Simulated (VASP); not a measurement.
# Si24O47 (a cell with a defect) in VASP: further runs

Runs on Si24O47 (a cell with a defect). Level: PBEsol. Tasks: single point.

Everything below comes from runs of VASP 6.6.1. Logs are shortened: lines on timing, memory, paths and dates and some standing lists are left out, and cuts for length are marked.

### 1 The cell of the first run

The cell holds a defect, 71 atoms: a = 8.389 Å, b = 8.389 Å, c = 8.036 Å, α = 90.00°, β = 90.00°, γ = 90.00°.

### 2 Single point, PBEsol

Input file INCAR:

```
SYSTEM = Si24O47
PREC     = Accurate       ! precision mode
ENCUT    = 520            ! plane-wave cutoff, eV
EDIFF    = 1E-6           ! SCF threshold, eV
ISMEAR   = -1             ! smearing method
SIGMA    = 0.05           ! smearing width, eV
LREAL    = Auto         
LASPH    = .True.         ! aspherical terms in the spheres
NELM     = 60             ! most SCF steps
ALGO     = Normal         ! electronic algorithm
ISIF     = 2              ! what is computed and relaxed
LWAVE    = .False.        ! write WAVECAR
LCHARG   = .False.        ! write CHGCAR
GGA      = PS             ! functional
NBANDS   = 230            ! bands
```

Input file KPOINTS:

```
regular mesh
0
Gamma
  1 1 1
  0 0 0
```

Input file POSCAR:

```
Si24O47
1.0
    8.3886930000      0.0000000000      0.0000000000
    0.0000000000      8.3886930000      0.0000000000
    0.0000000000      0.0000000000      8.0356430000
Si O
24 47
Direct
    0.0007200000      0.0002600000      0.0001900000
    0.0014700000      0.9996300000      0.3334300000
    0.0007200000      0.0002400000      0.6666800000
    0.9988800000      0.4982300000      0.9999500000
    0.0057600000      0.5050800000      0.3333400000
    0.9988400000      0.4981800000      0.6667400000
    0.5027600000      0.0020900000      0.0001500000
    0.4992600000      0.9985700000      0.3334100000
    0.5026500000      0.0020000000      0.6667300000
    0.5009000000      0.5000500000      0.0001900000
    0.5003200000      0.5008200000      0.3334100000
    0.5008900000      0.5000500000      0.6666800000
    0.2513700000      0.2485300000      0.1670400000
    0.2514000000      0.2485100000      0.4997600000
    0.2508100000      0.2501500000      0.8334100000
    0.2514100000      0.7507400000      0.1654600000
    0.2513900000      0.7507000000      0.5013400000
    0.2501900000      0.7495100000      0.8334000000
    0.7542700000      0.2536200000      0.1760500000
    0.7540100000      0.2533600000      0.4911100000
    0.7499000000      0.2492800000      0.8335100000
    0.7492100000      0.7506900000      0.1670300000
    0.7492000000      0.7507100000      0.4997700000
    0.7508100000      0.7501300000      0.8334100000
    0.1536400000      0.1530600000      0.9999000000
    0.1550200000      0.1516600000      0.3334100000
    0.1536600000      0.1530800000      0.6668800000
    0.1527100000      0.6520400000      0.0008300000
    0.1543600000      0.6537300000      0.3333800000
    0.1527200000      0.6520800000      0.6659200000
    0.6549900000      0.1543500000      0.0026500000
    0.6494900000      0.1488400000      0.3334300000
    0.6548300000      0.1542000000      0.6643900000
    0.6537100000      0.6529600000      0.9998900000
    0.6523400000      0.6543300000      0.3334300000
    0.6537300000      0.6530100000      0.6668900000
    0.3470500000      0.3473600000      0.0009700000
    0.3471800000      0.3471000000      0.3334100000
    0.3471900000      0.3473200000      0.6658500000
    0.3476300000      0.8469500000      0.9992800000
    0.3473500000      0.8466900000      0.3334300000
    0.3476300000      0.8469600000      0.6675800000
    0.8482100000      0.3476100000      0.0001600000
    0.5983300000      0.4047500000      0.4983000000
    0.8479900000      0.3473600000      0.6666300000
    0.8480100000      0.8463800000      0.0009700000
    0.8477500000      0.8465400000      0.3334300000
    0.8479700000      0.8465300000      0.6658500000
    0.0947500000      0.4008500000      0.1689500000
    0.0947300000      0.4008700000      0.4977800000
    0.0978000000      0.4028500000      0.8333100000
    0.0979700000      0.9025200000      0.1666200000
    0.0979500000      0.9025600000      0.5002300000
    0.0972000000      0.9026000000      0.8334100000
    0.5982800000      0.4048200000      0.1685400000
    0.5971500000      0.4029100000      0.8334600000
    0.5967100000      0.9019400000      0.1662100000
    0.5967100000      0.9019500000      0.5006100000
    0.5987900000      0.9040500000      0.8334600000
    0.4026100000      0.0960500000      0.1662100000
    0.4026100000      0.0960700000      0.5006200000
    0.4047000000      0.0981300000      0.8334600000
    0.4031900000      0.5973200000      0.1666200000
    0.4032000000      0.5972900000      0.5002200000
    0.4032200000      0.5965500000      0.8334200000
    0.9054700000      0.0976400000      0.1685400000
    0.9053900000      0.0976800000      0.4983000000
    0.9035600000      0.0965100000      0.8334500000
    0.9014900000      0.5941100000      0.1689600000
    0.9015000000      0.5940900000      0.4977800000
    0.9035000000      0.5971400000      0.8333100000
```

Potentials or basis: VASP PAW PBE potentials, release 64 (Si, O).

On the command line:

```console
cat potpaw_PBE.64/Si/POTCAR potpaw_PBE.64/O/POTCAR > POTCAR
mpirun -np 1 vasp_gam > vasp.out
```

OUTCAR:

```text
SYSTEM = Si24O47
   PREC = Accurate
   ENCUT = 520
   EDIFF = 1E-6
   ISMEAR = -1
   LREAL = Auto
   LASPH = .True.
   NELM = 60
   ISIF = 2
   GGA = PS

 ion  position               nearest neighbor table
   1  0.001  0.000  0.000-  68 1.76  54 1.77  52 1.77  66 1.77  25 1.81  46 1.82   2 2.68   3 2.68

   2  0.001  1.000  0.333-  66 1.76  67 1.76  53 1.76  52 1.77  26 1.81  47 1.82   1 2.68   3 2.68

   3  0.001  0.000  0.667-  68 1.76  54 1.77  53 1.77  67 1.77  27 1.81  48 1.82   2 2.68   1 2.68

   4  0.999  0.498  1.000-  71 1.77  51 1.77  49 1.78  69 1.78  43 1.79  28 1.82   6 2.68   5 2.68

   5  0.006  0.505  0.333-  49 1.75  50 1.75  69 1.75  70 1.75  29 1.76   4 2.68   6 2.68
   6  0.999  0.498  0.667-  51 1.77  71 1.77  50 1.78  70 1.78  45 1.79  30 1.83   4 2.68   5 2.68
[... 80 lines left out ...]
  70  0.901  0.594  0.498-   5 1.75   6 1.78  23 1.83
  71  0.904  0.597  0.833-   6 1.77   4 1.77  24 1.81

  LATTYP: Found a simple tetragonal cell.
 ALAT       =     8.3886930000
 C/A-ratio  =     0.9579135868

  Lattice vectors:

 A1 = (   8.3886930000,   0.0000000000,   0.0000000000)
 A2 = (   0.0000000000,   8.3886930000,   0.0000000000)
 A3 = (   0.0000000000,   0.0000000000,   8.0356430000)

Analysis of symmetry for initial positions (statically):
=====================================================================
 Subroutine PRICEL returns:
 Original cell was already a primitive cell.

 Routine SETGRP: Setting up the symmetry group for a
 simple tetragonal supercell.

 Subroutine GETGRP returns: Found  1 space group operations
 (whereof  1 operations were pure point group operations)
 out of a pool of 16 trial point group operations.

The static configuration has the point symmetry C_1 .

Analysis of symmetry for dynamics (positions and initial velocities):
=====================================================================
 Subroutine PRICEL returns:
 Original cell was already a primitive cell.

 Routine SETGRP: Setting up the symmetry group for a
 simple tetragonal supercell.

 Subroutine GETGRP returns: Found  1 space group operations
 (whereof  1 operations were pure point group operations)
 out of a pool of 16 trial point group operations.

The dynamic configuration has the point symmetry C_1 .

 Subroutine INISYM returns: Found  1 space group operations
 (whereof  1 operations are pure point group operations),
 and found     1 'primitive' translations

----------------------------------------------------------------------------------------

                                     Primitive cell

  volume of cell :     565.4696

  direct lattice vectors                    reciprocal lattice vectors
     8.388693000  0.000000000  0.000000000     0.119208082  0.000000000  0.000000000
     0.000000000  8.388693000  0.000000000     0.000000000  0.119208082  0.000000000
     0.000000000  0.000000000  8.035643000     0.000000000  0.000000000  0.124445548

  length of vectors
     8.388693000  8.388693000  8.035643000     0.119208082  0.119208082  0.124445548

  position of ions in fractional coordinates (direct lattice)
     0.000720000  0.000260000  0.000190000
     0.001470000  0.999630000  0.333430000
     0.000720000  0.000240000  0.666680000
     0.998880000  0.498230000  0.999950000
     0.005760000  0.505080000  0.333340000
     0.998840000  0.498180000  0.666740000
[... 63 lines left out ...]
     0.901500000  0.594090000  0.497780000
     0.903500000  0.597140000  0.833310000

  ion indices of the primitive-cell ions
   primitive index   ion index
                 1           1
                 2           2
                 3           3
                 4           4
                 5           5
                 6           6
[... 63 lines left out ...]
                70          70
                71          71

----------------------------------------------------------------------------------------

 KPOINTS: regular mesh

Automatic generation of k-mesh.
 Grid dimensions read from file:
 generate k-points for:    1    1    1

 Generating k-lattice:

  Cartesian coordinates                     Fractional coordinates (reciprocal lattice)
     0.119208082  0.000000000  0.000000000     1.000000000  0.000000000  0.000000000
     0.000000000  0.119208082  0.000000000     0.000000000  1.000000000  0.000000000
     0.000000000  0.000000000  0.124445548     0.000000000  0.000000000  1.000000000

  Length of vectors
     0.119208082  0.119208082  0.124445548

  Shift w.r.t. Gamma in fractional coordinates (k-lattice)
     0.000000000  0.000000000  0.000000000

 Subroutine IBZKPT returns following result:
 ===========================================

 Found      1 irreducible k-points:

 Following reciprocal coordinates:
            Coordinates               Weight
  0.000000  0.000000  0.000000      1.000000
   k-points           NKPTS =      1   k-points in BZ     NKDIM =      1   number of bands    NBANDS=    230
   number of dos      NEDOS =    301   number of ions     NIONS =     71
   total plane-waves  NPLWV = 245760
   dimension x,y,z NGX =    64 NGY =   64 NGZ =   60
   dimension x,y,z NGXF=   128 NGYF=  128 NGZF=  120
   ions per type =              24  47
   NGX,Y,Z   is equivalent  to a cutoff of  12.68, 12.68, 12.41 a.u.
   NGXF,Y,Z  is equivalent  to a cutoff of  25.37, 25.37, 24.83 a.u.
 SYSTEM =  Si24O47
   PREC   = accura    normal or accurate (medium, high low for compatibility)
   ISTART =      0    job   : 0-new  1-cont  2-samecut
   ICHARG =      2    charge: 1-file 2-atom 10-const
   ISPIN  =      1    spin polarized calculation?
   LNONCOLLINEAR =      F non collinear calculations
   LSORBIT =      F    spin-orbit coupling
   LASPH  =      T    aspherical Exc in radial PAW
   ENCUT  =  520.0 eV  38.22 Ry    6.18 a.u.  15.60 15.60 14.94*2*pi/ulx,y,z
   NELM   =     60;   NELMIN=  2; NELMDL= -5     # of ELM steps
   EDIFF  = 0.1E-05   stopping-criterion for ELM
   LREAL  =      T    real-space projection
   EDIFFG = 0.1E-04   stopping-criterion for IOM
   NSW    =      0    number of steps for IOM
   IBRION =     -1    ionic relax: 0-MD 1-quasi-New 2-CG
   NFREE  =      0    steps in history (QN), initial steepest desc. (CG)
   ISIF   =      2    stress and relaxation
   ISYM   =      2    0-nonsym 1-usesym 2-fastsym
   POTIM  = 0.5000    time-step for ionic-motion
   TEBEG  =    0.0;   TEEND  =   0.0 temperature during run
   PSTRESS=    0.0 pullay stress
   NELECT =     378.0000    total number of electrons
   NUPDOWN=      -1.0000    fix difference up-down
   EMIN   =  10.00;   EMAX   =-10.00  energy-range for DOS
   EFERMI =   0.00;   METHOD = LEGACY
   ISMEAR =    -1;   SIGMA  =   0.05  broadening in eV -4-tet -1-fermi 0-gaus
   EFERMI_NEDOS =   21; number of points for ismear=-14 and -15
   IALGO  =     38    algorithm
   IMIX   =      4    mixing-type and parameters
     AMIX     =   0.40;   BMIX     =  1.00
     AMIX_MAG =   1.60;   BMIX_MAG =  1.00
  volume/ion in A,a.u.               =       7.96        53.75
  Fermi-wavevector in a.u.,A,eV,Ry     =   1.431426  2.705004 27.878086  2.048982
  Thomas-Fermi vector in A             =   2.551164
   LORBIT       =      0    0 simple, 1 ext, 2 COOP (PROOUT), +10 PAW based schemes
   GGA     = PS    functional components
   LHFCALC =     F    Hartree Fock is set to
   AEXX    =    0.0000 exact exchange contribution
   IVDW    =     0    specifies the selected vdW correction
   LEPSILON=     F    determine dielectric tensor
   LRPA    =     F    only Hartree local field effects (RPA)
 non-spin polarized calculation
  energy-cutoff  :      520.00
  volume of cell :      565.47
 maximum number of plane-waves:      7619
 NGX is ok and might be reduce to    64
   NGX = 31   NGY = 31   NGZ = 29

 number of electron     377.9999820 magnetization

 Free energy of the ion-electron system (eV)
  ---------------------------------------------------
  ext. energy  EPLUGINS =         0.00000000
  ---------------------------------------------------
  free energy    TOTEN  =      -575.02498608 eV

  energy without entropy =     -575.02498608  energy(sigma->0) =     -575.02498608

 E-fermi :   9.9620     XC(G=0): -12.4020

 val. band max:        8.7366055341   @ k =   0.0000   0.0000   0.0000
 cond. band min:      13.0720371075   @ k =   0.0000   0.0000   0.0000
 fundamental gap:      4.3354315735
 Fermi energy:         9.9619900523

 k-point     1 :       0.0000    0.0000    0.0000
  band No.  band energies     occupation
      1     -14.4985      2.00000
      2     -13.3361      2.00000
      3     -13.3053      2.00000
      4     -13.3051      2.00000
      5     -13.2251      2.00000
      6     -13.1482      2.00000
[... 193 lines left out ...]
    200      15.4587      0.00000
    201      15.5340      0.00000
 [bands above 201 left out]

------------------------ aborting loop because EDIFF is reached ----------------------------------------

  FORCE on cell =-STRESS in cart. coord.  units (eV):
  Direction    XX          YY          ZZ          XY          YZ          ZX
  --------------------------------------------------------------------------------------
  -------------------------------------------------------------------------------------
  Total       -0.7795509     -0.7814183      4.8023531     -1.1942424     -0.0322105     -0.0306209
  in kB       -2.2087464     -2.2140372     13.6067824     -3.3837156     -0.0912638     -0.0867600
  external PRESSURE =       3.0613330 kB  Pullay stress =       0.0000000 kB

 VOLUME and BASIS-vectors are now :
 -----------------------------------------------------------------------------
  energy-cutoff  :      520.00
  volume of cell :      565.47
      direct lattice vectors                 reciprocal lattice vectors
     8.388693000  0.000000000  0.000000000     0.119208082  0.000000000  0.000000000
     0.000000000  8.388693000  0.000000000     0.000000000  0.119208082  0.000000000
     0.000000000  0.000000000  8.035643000     0.000000000  0.000000000  0.124445548

 POSITION                                       TOTAL-FORCE (eV/Angst)
 -----------------------------------------------------------------------------------
      0.00604      0.00218      0.00153         0.013736     -0.019365     -0.013954
      0.01233      8.38559      2.67932         0.011024     -0.023681     -0.000534
      0.00604      0.00201      5.35720         0.009401     -0.010655      0.008915
      8.37930      4.17950      8.03524         0.046232      0.044576     -0.002626
      0.04832      4.23696      2.67860         0.027477      0.035123      0.003577
      8.37896      4.17908      5.35768         0.038683      0.039100      0.001325
[... 63 lines left out ...]
      7.56241      4.98364      3.99998        -0.024439      0.010382     -0.001844
      7.57918      5.00922      6.69618        -0.023833      0.024345      0.004034
 -----------------------------------------------------------------------------------
    total drift:                               -0.042946      0.012396     -0.003581

  FREE ENERGIE OF THE ION-ELECTRON SYSTEM (eV)
  ---------------------------------------------------
  free  energy   TOTEN  =      -575.0249860769 eV

  energy  without entropy=     -575.0249860769  energy(sigma->0) =     -575.02498608
```

It took 4.4 min on 1 thread of AMD EPYC 7R43 (Zen 3), shared host; peak memory 0.46 GiB.

What came out:

```
Free energy            : -575.0250 eV
Pressure               : 0.3 GPa
Largest force          : 0.146 eV/Å
Band gap on the k mesh : 4.34 eV
```

Forces on the atoms (eV/Å):
```
Si   0.014 -0.019 -0.014
Si   0.011 -0.024 -0.001
Si   0.009 -0.011  0.009
Si   0.046  0.045 -0.003
Si   0.027  0.035  0.004
Si   0.039  0.039  0.001
Si  -0.013 -0.013 -0.001
Si  -0.035 -0.032  0.003
Si  -0.007 -0.010  0.000
Si  -0.019  0.017 -0.013
Si  -0.029  0.010  0.004
Si  -0.012  0.012  0.009
Si  -0.005  0.005 -0.013
Si  -0.003  0.009  0.015
Si  -0.010 -0.005 -0.003
Si  -0.002 -0.002  0.012
Si  -0.001  0.004 -0.013
Si   0.003  0.008  0.005
Si  -0.065 -0.066 -0.113
Si  -0.062 -0.062  0.091
Si  -0.052 -0.059 -0.001
Si   0.005 -0.004 -0.010
Si   0.008  0.000  0.016
Si  -0.004 -0.007 -0.003
O   -0.015 -0.007  0.006
O   -0.014 -0.002  0.000
O   -0.016 -0.010  0.000
O   -0.014 -0.010  0.007
O    0.007  0.006  0.002
O   -0.016 -0.016 -0.003
O    0.003  0.000  0.016
O    0.070  0.069  0.003
O    0.010  0.008 -0.021
O   -0.009 -0.011  0.007
O   -0.004 -0.011 -0.004
O   -0.014 -0.018 -0.001
O    0.014  0.031  0.025
O    0.020  0.017 -0.002
O   -0.003  0.026 -0.024
O    0.013  0.018 -0.004
O    0.018  0.021 -0.001
O    0.014  0.016 -0.004
O    0.006  0.001  0.044
O    0.014 -0.029 -0.013
O    0.042  0.042 -0.037
O    0.030  0.016  0.026
O    0.015  0.018 -0.005
O    0.026 -0.002 -0.025
O    0.017 -0.024  0.007
O    0.017 -0.032 -0.001
O    0.023 -0.024  0.004
O    0.010 -0.015 -0.002
O    0.014 -0.019  0.001
O    0.010 -0.016  0.001
O    0.026 -0.037  0.015
O    0.012 -0.022 -0.004
O    0.009  0.001  0.009
O    0.004  0.002 -0.006
O    0.016 -0.010 -0.001
O    0.002  0.007  0.010
O    0.004  0.000 -0.010
O   -0.008  0.015 -0.001
O   -0.017  0.009  0.000
O   -0.016  0.010 -0.002
O   -0.012  0.007 -0.002
O   -0.035  0.023  0.013
O   -0.025  0.015 -0.010
O   -0.025  0.016  0.000
O   -0.020  0.012  0.007
O   -0.024  0.010 -0.002
O   -0.024  0.024  0.004
```

Levels at points of the mesh, in eV from the valence-band top:
| k point | band 186 | band 187 | band 188 | band 189 | band 190 | band 191 | band 192 | band 193 |
| --- | --- | --- | --- | --- | --- | --- | --- | --- |
| (0.00, 0.00, 0.00) | -1.76 | -1.72 | -0.88 | 0.00 | 4.34 | 4.76 | 4.78 | 5.68 |

Caveat: the k points lie up to 0.78 Å⁻¹ apart; the PAW data sets were made with another functional, which shifts forces and pressure a little.

(Part 1 of 2 ends here.)
